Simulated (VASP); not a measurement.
# RbMg (P6/mmm) in VASP: further runs

Runs on RbMg. Level: PBE. Tasks: single point, relaxation of cell and atoms.

Program: VASP 6.6.1. These are calculated values, not measurements. Logs are shortened: lines on timing, memory, paths and dates and some standing lists are left out, and cuts for length are marked.

**1. The cell of the first run**

It takes space group P6/mmm (No. 191, hexagonal). The conventional cell has a = 9.095 Å, b = 9.095 Å, c = 5.817 Å, α = 90.00°, β = 90.00°, γ = 120.00°. Rb (site symmetry mmm) has 6 Mg at 3.92 to 4.55 Å and 4 Rb at 4.55 Å within 5.1 Å. Within 5.3 Å of Mg (site symmetry -6m2) lie 6 Rb at 3.92 Å and 3 Mg at 5.25 Å.

**2. Single point, PBE**

INCAR reads:

```
SYSTEM = RbMg
  ALGO = Fast
  EDIFF = 1E-7
  ENCUT = 520
  GGA = PE
  ISIF = 2
  ISMEAR = 0
  LASPH = .TRUE.
  LCHARG = .FALSE.
  LREAL = .FALSE.
  LWAVE = .FALSE.
  NBANDS = 26
  NELM = 60
  PREC = Accurate
  SIGMA = 0.1
```

KPOINTS reads:

```
k-points
0
G
  6 6 6
  0 0 0
```

POSCAR reads:

```
RbMg
1.0
    9.0950952867      0.0000000000      0.0000000000
   -4.5475476433      7.8765835682      0.0000000000
    0.0000000000      0.0000000000      5.8169130967
Rb Mg
3 3
Direct
    0.5000000000      0.0000000000      0.0000000000
    0.5000000000      0.5000000000      0.0000000000
    0.0000000000      0.5000000000      0.0000000000
    0.0000000000      0.0000000000      0.0000000000
    0.3333333333      0.6666666667      0.5000000000
    0.6666666667      0.3333333333      0.5000000000
```

Potentials or basis: VASP PAW PBE potentials, release 64 (Rb_sv, Mg).

Run with:

```console
$ cat potpaw_PBE.64/Rb_sv/POTCAR potpaw_PBE.64/Mg/POTCAR > POTCAR
$ mpirun -np 1 vasp_std > vasp.out
```

OUTCAR:

```text
SYSTEM = RbMg
   EDIFF = 1E-7
   ENCUT = 520
   GGA = PE
   ISIF = 2
   ISMEAR = 0
   LASPH = .TRUE.
   LREAL = .FALSE.
   NELM = 60
   PREC = Accurate

 ion  position               nearest neighbor table
   1  0.500  0.000  0.000-   5 3.92   6 3.92   5 3.92   6 3.92   4 4.55   4 4.55   2 4.55   2 4.55
                             3 4.55   3 4.55
   2  0.500  0.500  0.000-   5 3.92   6 3.92   5 3.92   6 3.92   3 4.55   3 4.55   1 4.55   1 4.55
                             4 4.55   4 4.55
   3  0.000  0.500  0.000-   5 3.92   6 3.92   5 3.92   6 3.92   2 4.55   2 4.55   4 4.55   4 4.55
                             1 4.55   1 4.55
   4  0.000  0.000  0.000-   1 4.55   1 4.55   3 4.55   3 4.55   2 4.55   2 4.55
   5  0.333  0.667  0.500-   3 3.92   3 3.92   1 3.92   1 3.92   2 3.92   2 3.92
   6  0.667  0.333  0.500-   3 3.92   3 3.92   1 3.92   1 3.92   2 3.92   2 3.92

  LATTYP: Found a hexagonal cell.
 ALAT       =     9.0950952867
 C/A-ratio  =     0.6395659323

  Lattice vectors:

 A1 = (   9.0950952867,   0.0000000000,   0.0000000000)
 A2 = (  -4.5475476433,   7.8765835682,   0.0000000000)
 A3 = (   0.0000000000,   0.0000000000,   5.8169130967)

Analysis of symmetry for initial positions (statically):
=====================================================================
 Subroutine PRICEL returns:
 Original cell was already a primitive cell.

 Routine SETGRP: Setting up the symmetry group for a
 hexagonal supercell.

 Subroutine GETGRP returns: Found 24 space group operations
 (whereof 24 operations were pure point group operations)
 out of a pool of 24 trial point group operations.

The static configuration has the point symmetry D_6h.

Analysis of symmetry for dynamics (positions and initial velocities):
=====================================================================
 Subroutine PRICEL returns:
 Original cell was already a primitive cell.

 Routine SETGRP: Setting up the symmetry group for a
 hexagonal supercell.

 Subroutine GETGRP returns: Found 24 space group operations
 (whereof 24 operations were pure point group operations)
 out of a pool of 24 trial point group operations.

The dynamic configuration has the point symmetry D_6h.

 Subroutine INISYM returns: Found 24 space group operations
 (whereof 24 operations are pure point group operations),
 and found     1 'primitive' translations

----------------------------------------------------------------------------------------

                                     Primitive cell

  volume of cell :     416.7136

  direct lattice vectors                    reciprocal lattice vectors
     9.095095287  0.000000000  0.000000000     0.109949370  0.063479299  0.000000000
    -4.547547643  7.876583568  0.000000000     0.000000000  0.126958597  0.000000000
     0.000000000  0.000000000  5.816913097     0.000000000  0.000000000  0.171912487

  length of vectors
     9.095095287  9.095095287  5.816913097     0.126958597  0.126958597  0.171912487

  position of ions in fractional coordinates (direct lattice)
     0.500000000  0.000000000  0.000000000
     0.500000000  0.500000000  0.000000000
     1.000000000  0.500000000  0.000000000
     0.000000000  0.000000000  0.000000000
     0.333333333  0.666666667  0.500000000
     0.666666667  0.333333333  0.500000000

  ion indices of the primitive-cell ions
   primitive index   ion index
                 1           1
                 2           2
                 3           3
                 4           4
                 5           5
                 6           6

----------------------------------------------------------------------------------------

 KPOINTS: k-points

Automatic generation of k-mesh.
 Grid dimensions read from file:
 generate k-points for:    6    6    6

 Generating k-lattice:

  Cartesian coordinates                     Fractional coordinates (reciprocal lattice)
     0.018324895  0.010579883  0.000000000     0.166666667  0.000000000  0.000000000
     0.000000000  0.021159766  0.000000000     0.000000000  0.166666667  0.000000000
     0.000000000  0.000000000  0.028652081     0.000000000  0.000000000  0.166666667

  Length of vectors
     0.021159766  0.021159766  0.028652081

  Shift w.r.t. Gamma in fractional coordinates (k-lattice)
     0.000000000  0.000000000  0.000000000

 Subroutine IBZKPT returns following result:
 ===========================================

 Found     28 irreducible k-points:

 Following reciprocal coordinates:
            Coordinates               Weight
  0.000000  0.000000  0.000000      1.000000
  0.166667  0.000000  0.000000      6.000000
  0.333333  0.000000  0.000000      6.000000
  0.500000  0.000000  0.000000      3.000000
  0.166667  0.166667  0.000000      6.000000
  0.333333  0.166667  0.000000     12.000000
[... 16 lines left out ...]
  0.166667  0.000000  0.500000      6.000000
  0.333333  0.000000  0.500000      6.000000
 [... further k-points ...]
   k-points           NKPTS =     28   k-points in BZ     NKDIM =     28   number of bands    NBANDS=     26
   number of dos      NEDOS =    301   number of ions     NIONS =      6
   total plane-waves  NPLWV = 235200
   dimension x,y,z NGX =    70 NGY =   70 NGZ =   48
   dimension x,y,z NGXF=   140 NGYF=  140 NGZF=   96
   ions per type =               3   3
   NGX,Y,Z   is equivalent  to a cutoff of  12.80, 12.80, 13.72 a.u.
   NGXF,Y,Z  is equivalent  to a cutoff of  25.59, 25.59, 27.44 a.u.
 SYSTEM =  RbMg
   PREC   = accura    normal or accurate (medium, high low for compatibility)
   ISTART =      0    job   : 0-new  1-cont  2-samecut
   ICHARG =      2    charge: 1-file 2-atom 10-const
   ISPIN  =      1    spin polarized calculation?
   LNONCOLLINEAR =      F non collinear calculations
   LSORBIT =      F    spin-orbit coupling
   LASPH  =      T    aspherical Exc in radial PAW
   ENCUT  =  520.0 eV  38.22 Ry    6.18 a.u.  16.91 16.91 10.82*2*pi/ulx,y,z
   NELM   =     60;   NELMIN=  2; NELMDL= -5     # of ELM steps
   EDIFF  = 0.1E-06   stopping-criterion for ELM
   LREAL  =      F    real-space projection
   EDIFFG = 0.1E-05   stopping-criterion for IOM
   NSW    =      0    number of steps for IOM
   IBRION =     -1    ionic relax: 0-MD 1-quasi-New 2-CG
   NFREE  =      0    steps in history (QN), initial steepest desc. (CG)
   ISIF   =      2    stress and relaxation
   ISYM   =      2    0-nonsym 1-usesym 2-fastsym
   POTIM  = 0.5000    time-step for ionic-motion
   TEBEG  =    0.0;   TEEND  =   0.0 temperature during run
   PSTRESS=    0.0 pullay stress
   NELECT =      33.0000    total number of electrons
   NUPDOWN=      -1.0000    fix difference up-down
   EMIN   =  10.00;   EMAX   =-10.00  energy-range for DOS
   EFERMI =   0.00;   METHOD = LEGACY
   ISMEAR =     0;   SIGMA  =   0.10  broadening in eV -4-tet -1-fermi 0-gaus
   EFERMI_NEDOS =   21; number of points for ismear=-14 and -15
   IALGO  =     68    algorithm
   IMIX   =      4    mixing-type and parameters
     AMIX     =   0.40;   BMIX     =  1.00
     AMIX_MAG =   1.60;   BMIX_MAG =  1.00
  volume/ion in A,a.u.               =      69.45       468.69
  Fermi-wavevector in a.u.,A,eV,Ry     =   0.703019  1.328513  6.724480  0.494235
  Thomas-Fermi vector in A             =   1.787876
   LORBIT       =      0    0 simple, 1 ext, 2 COOP (PROOUT), +10 PAW based schemes
   GGA     = PE    functional components
   LHFCALC =     F    Hartree Fock is set to
   AEXX    =    0.0000 exact exchange contribution
   IVDW    =     0    specifies the selected vdW correction
   LEPSILON=     F    determine dielectric tensor
   LRPA    =     F    only Hartree local field effects (RPA)
 non-spin polarized calculation
 RMM-DIIS sequential band-by-band and
 Gauss-broadening in eV      SIGMA  =   0.10
  energy-cutoff  :      520.00
  volume of cell :      416.71
 maximum number of plane-waves:     11266
 NGX is ok and might be reduce to    70
   NGX = 33   NGY = 33   NGZ = 21

 number of electron      33.0000000 magnetization

 Free energy of the ion-electron system (eV)
  ---------------------------------------------------
  ext. energy  EPLUGINS =         0.00000000
  ---------------------------------------------------
  free energy    TOTEN  =        -4.18331965 eV

  energy without entropy =       -4.15094731  energy(sigma->0) =       -4.16713348

 E-fermi :  -0.1630     XC(G=0):  -5.6710

 val. band max:       -0.1781647112   @ k =   0.3333   0.3333   0.0000
 cond. band min:      -0.1591097767   @ k =   0.3333   0.3333   0.3333
 fundamental gap:      0.0190549346
 Fermi energy:        -0.1630113433

 k-point     1 :       0.0000    0.0000    0.0000
  band No.  band energies     occupation
      1     -28.6587      2.00000
      2     -28.6503      2.00000
      3     -28.6503      2.00000
      4     -12.8906      2.00000
      5     -12.8125      2.00000
      6     -12.8125      2.00000
[... 18 lines left out ...]
     25       2.4600      0.00000
     26       2.4606      0.00000

 k-point     2 :       0.1667    0.0000    0.0000
  band No.  band energies     occupation
      1     -28.6582      2.00000
      2     -28.6508      2.00000
      3     -28.6503      2.00000
      4     -12.8808      2.00000
      5     -12.8111      2.00000
      6     -12.8059      2.00000
[... 18 lines left out ...]
     25       2.2678      0.00000
     26       2.5961      0.00000

 k-point     3 :       0.3333    0.0000    0.0000
  band No.  band energies     occupation
      1     -28.6569      2.00000
      2     -28.6521      2.00000
      3     -28.6503      2.00000
      4     -12.8583      2.00000
      5     -12.8032      2.00000
      6     -12.7881      2.00000
[... 572 lines left out ...]
 k-point    23 :       0.1667    0.0000    0.5000
  band No.  band energies     occupation
      1     -28.6580      2.00000
      2     -28.6506      2.00000
      3     -28.6501      2.00000
      4     -12.8770      2.00000
      5     -12.8096      2.00000
      6     -12.8045      2.00000
[... 18 lines left out ...]
     25       1.7310      0.00000
     26       1.8232      0.00000

 k-point    24 :       0.3333    0.0000    0.5000
  band No.  band energies     occupation
      1     -28.6568      2.00000
      2     -28.6519      2.00000
      3     -28.6501      2.00000
      4     -12.8549      2.00000
      5     -12.8015      2.00000
      6     -12.7869      2.00000
[... 18 lines left out ...]
     25       2.2388      0.00000
     26       2.3674      0.00000

 [... further k-points ...]

------------------------ aborting loop because EDIFF is reached ----------------------------------------

  FORCE on cell =-STRESS in cart. coord.  units (eV):
  Direction    XX          YY          ZZ          XY          YZ          ZX
  --------------------------------------------------------------------------------------
  -------------------------------------------------------------------------------------
  Total       -0.0008769     -0.0008769     -0.0042150     -0.0000000      0.0000000     -0.0000000
  in kB       -0.0033714     -0.0033714     -0.0162058     -0.0000000      0.0000000     -0.0000000
  external PRESSURE =      -0.0076495 kB  Pullay stress =       0.0000000 kB

 VOLUME and BASIS-vectors are now :
 -----------------------------------------------------------------------------
  energy-cutoff  :      520.00
  volume of cell :      416.71
      direct lattice vectors                 reciprocal lattice vectors
     9.095095287  0.000000000  0.000000000     0.109949370  0.063479299  0.000000000
    -4.547547643  7.876583568  0.000000000     0.000000000  0.126958597  0.000000000
     0.000000000  0.000000000  5.816913097     0.000000000  0.000000000  0.171912487

 POSITION                                       TOTAL-FORCE (eV/Angst)
 -----------------------------------------------------------------------------------
      4.54755      0.00000      0.00000        -0.000000     -0.000000      0.000000
      2.27377      3.93829      0.00000        -0.000000     -0.000000      0.000000
     -2.27377      3.93829      0.00000        -0.000000     -0.000000      0.000000
      0.00000      0.00000      0.00000        -0.000000     -0.000000      0.000000
     -0.00000      5.25106      2.90846        -0.000000      0.000000      0.000000
      4.54755      2.62553      2.90846         0.000000      0.000000      0.000000
 -----------------------------------------------------------------------------------
    total drift:                                0.000000     -0.000000      0.000000

  FREE ENERGIE OF THE ION-ELECTRON SYSTEM (eV)
  ---------------------------------------------------
  free  energy   TOTEN  =        -4.1833196492 eV

  energy  without entropy=       -4.1509473074  energy(sigma->0) =       -4.16713348
```

Run time: 5.4 min. Hardware: 1 thread of Intel Xeon 6975P-C (Granite Rapids), shared host; peak memory 0.69 GiB.

Results:

| Quantity | Value |
| --- | --- |
| Free energy | -4.1833 eV |
| Pressure | 0.0 GPa |
| Band gap on the k mesh | zero (an odd number of electrons rules out a gap without spin polarisation) |

**3. Single point, PBE**

This run uses another cell than the first one, of 68.94 Å³/atom.

INCAR reads:

```
ALGO = Fast
EDIFF = 1E-7
ENCUT = 520
GGA = PE
ISIF = 2
ISMEAR = 0
LASPH = True
LCHARG = False
LREAL = False
LWAVE = False
NBANDS = 26
NELM = 80
PREC = Accurate
SIGMA = 0.1
```

KPOINTS reads:

```
k-points
0
Gamma
  6 6 8
```

Edit POSCAR of step 2 so:

```diff
@@ -2,5 +2,5 @@
 1.0
-    9.0950952867      0.0000000000      0.0000000000
-   -4.5475476433      7.8765835682      0.0000000000
-    0.0000000000      0.0000000000      5.8169130967
+    8.8981064851      0.0000000000      0.0000000000
+   -4.4490532425      7.7059862617      0.0000000000
+    0.0000000000      0.0000000000      6.0328650580
 Rb Mg
```

Potentials or basis: VASP PAW PBE potentials, release 64 (Rb_sv, Mg).

Run with:

```console
$ cat potpaw_PBE.64/Rb_sv/POTCAR potpaw_PBE.64/Mg/POTCAR > POTCAR
$ mpirun -np 1 vasp_std > vasp.out
```

It took 6.5 min on 1 thread of Intel Xeon 6975P-C (Granite Rapids), shared host; peak memory 0.73 GiB.

It converged, with:

```
Free energy            : -4.1760 eV
Pressure               : 0.0 GPa
Band gap on the k mesh : zero (an odd number of electrons rules out a gap without spin polarisation)
```

Levels at points of the mesh, in eV from the Fermi level:
```tsv
k point	band 13	band 14	band 15	band 16	band 17	band 18	band 19	band 20
(0.00, 0.00, 0.00)	-3.29	-2.02	-1.81	-0.12	-0.12	0.40	0.40	0.84
(0.50, 0.00, 0.00)	-2.83	-2.58	-2.06	-0.47	0.45	0.73	1.00	1.17
(0.00, 0.00, 0.50)	-2.45	-2.30	-1.95	-0.69	0.76	0.76	0.77	0.98
(0.50, 0.00, 0.50)	-2.29	-2.14	-2.05	-0.82	0.01	0.05	0.41	0.60
```

**4. Relaxation of cell and atoms, PBE**

This run uses another cell than the first one, of 46.61 Å³/atom.

INCAR reads:

```
SYSTEM = RbMg
ALGO = Fast
EDIFF = 1E-7
EDIFFG = -0.01
ENCUT = 600
GGA = PE
IBRION = 2
ISIF = 3
ISMEAR = 0
LASPH = .True.
LCHARG = .False.
LREAL = .False.
LWAVE = .False.
NELM = 60
NSW = 100
PREC = Accurate
SIGMA = 0.1
```

KPOINTS reads:

```
k-points
0
Gamma
  6 6 6
  0 0 0
```

Edit POSCAR of step 3 so:

```diff
@@ -2,5 +2,5 @@
 1.0
-    8.8981064851      0.0000000000      0.0000000000
-   -4.4490532425      7.7059862617      0.0000000000
-    0.0000000000      0.0000000000      6.0328650580
+    7.3693020391      0.0000000000      0.0000000000
+   -3.6846510195      6.3820027740      0.0000000000
+    0.0000000000      0.0000000000      5.9456868724
 Rb Mg
```

Run with:

```console
$ cat potpaw_PBE.64/Rb_sv/POTCAR potpaw_PBE.64/Mg/POTCAR > POTCAR
$ mpirun -np 1 vasp_std > vasp.out
```

It took 38 min on 1 thread of Intel Xeon 6975P-C (Granite Rapids), shared host; peak memory 0.59 GiB.

The run converged. Its results:

```
Free energy                           : -4.1801 eV
Relaxed volume                        : 69.08 Å³/atom
Relaxed cell                          : a = 9.056 Å, b = 9.056 Å, c = 5.836 Å, α = 90.00°, β = 90.00°, γ = 120.00°
Space group after relaxing (to 0.1 Å) : P6/mmm (No. 191)
Energy gained by relaxing             : 147.1 meV/atom
Ionic steps                           : 11
Pressure after relaxing               : 0.0 GPa
Band gap on the k mesh                : zero (an odd number of electrons rules out a gap without spin polarisation)
```

The path:
| step | energy change (eV) | largest force (eV/Å) | pressure (GPa) | volume (Å³) |
| --- | --- | --- | --- | --- |
| 1 | 0.0000 | 0.0000 | 2.63 | 279.63 |
| 2 | -0.4206 | 0.0000 | 1.53 | 311.68 |
| 3 | -0.7838 | 0.0000 | 0.27 | 379.38 |
| 4 | -0.8099 | 0.0000 | 0.04 | 402.40 |
| 5 | -0.8116 | 0.0000 | -0.03 | 410.42 |
| 6 | -0.8212 | 0.0000 | -0.03 | 409.95 |
| 7 | -0.8457 | 0.0000 | -0.01 | 408.24 |
| 8 | -0.8759 | 0.0000 | 0.07 | 403.37 |
| 9 | -0.8767 | 0.0000 | 0.13 | 400.84 |
| 10 | -0.8773 | 0.0000 | 0.11 | 401.66 |
| 11 | -0.8824 | 0.0000 | 0.01 | 414.45 |

Final structure:
```
Rb Mg
1.0
     9.05553    0.00000    0.00000
    -4.52776    7.84232    0.00000
     0.00000    0.00000    5.83605
Rb Mg
3 3
Direct
  0.50000 0.00000 0.00000
  0.50000 0.50000 0.00000
  0.00000 0.50000 0.00000
  0.00000 0.00000 0.00000
  0.33333 0.66667 0.50000
  0.66667 0.33333 0.50000
```

Levels at points of the mesh, in eV from the Fermi level:
```csv
k point,band 14,band 15,band 16,band 17,band 18,band 19
"(0.00, 0.00, 0.00)",-2.05,-1.91,-0.20,-0.20,0.33,0.33
"(0.50, 0.00, 0.00)",-2.62,-2.11,-0.53,0.44,0.64,1.10
"(0.00, 0.00, 0.50)",-2.24,-2.02,-0.72,0.76,0.76,0.91
"(0.50, 0.00, 0.50)",-2.16,-2.02,-0.81,-0.03,0.03,0.41
```

Caveat: the volume moved by over 15 % at a fixed basis, so the end points are rough.

**5. Summary**

| task | cell | k mesh | cutoff (eV) | gap on the mesh (eV) | pressure (GPa) |
| --- | --- | --- | --- | --- | --- |
| single point | a = 9.095, b = 9.095, c = 5.817 Å, angles 90.0, 90.0, 120.0°, 6 atoms | 6 × 6 × 6 | 520 | none | 0.0 |
| single point | a = 8.898, b = 8.898, c = 6.033 Å, angles 90.0, 90.0, 120.0°, 6 atoms | 6 × 6 × 8 | 520 | none | 0.0 |
| relaxation of cell and atoms | relaxed from a = 7.369, b = 7.369, c = 5.946 Å, angles 90.0, 90.0, 120.0°, 6 atoms | 6 × 6 × 6 | 600 | none | 0.0 |

Alike in all rows: level PBE; potentials or basis VASP PAW PBE potentials, release 64 (Rb_sv, Mg); no spin polarisation; smearing gaussian 0.1 eV.

Caveats: the volume moved by over 15 % at a fixed basis, so the end points are rough (at least some runs).

Total energies depend on the potentials used, so only differences within one code and one set of settings carry meaning.

The gap in the log of VASP goes by the Fermi energy; the results here count the filled bands.